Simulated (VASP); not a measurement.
Here is a VASP 6.6.1 calculation.

File INCAR:

```
ALGO = Normal ; EDIFF = 1E-6
EDIFFG = -0.04 ; ENCUT = 600
GGA = PE ; IBRION = 2
ISIF = 3 ; ISMEAR = 0
LASPH = True ; LCHARG = False
LREAL = False ; LWAVE = False
NELM = 60 ; NSW = 90
PREC = Accurate ; SIGMA = 0.1
```

The input KPOINTS:

```
k-points
0
Gamma
  4 4 4
```

POSCAR

```
Be2CdS
1.0
    3.7717165000      0.0000000000      0.0000000000
    0.0000000000      3.7717165000      0.0000000000
    0.0000000000      0.0000000000      5.3906247900
Be Cd S
2 1 1
Direct
    0.5000000000      0.0000000000      0.7257360200
    0.0000000000      0.5000000000      0.2742639800
    0.0000000000      0.0000000000      0.0000000000
    0.5000000000      0.5000000000      0.5000000000
```

Potentials or basis: VASP PAW PBE potentials, release 64 (Be, Cd, S).

Launch:

```console
$ cat potpaw_PBE.64/Be/POTCAR potpaw_PBE.64/Cd/POTCAR potpaw_PBE.64/S/POTCAR > POTCAR
$ mpirun -np 1 vasp_std > vasp.out
```

Predict the relaxed volume.

17.30 Å³/atom.

Estimate the space group after relaxing (to 0.1 Å).

P-4m2 (No. 115).

Predict the relaxed cell.

a = 3.211 Å, b = 3.211 Å, c = 6.713 Å, α = 90.00°, β = 90.00°, γ = 90.00°.

Stress tensor (GPa, compression positive):
```
 0.06  0.00  0.00
 0.00  0.06  0.00
 0.00  0.00 -0.07
```

Caveat: the k points lie up to 0.49 Å⁻¹ apart in the final cell, too coarse for converged energies and pressures of a metal; a cell axis changed by over 15 % at a fixed basis, so the end point is rough.
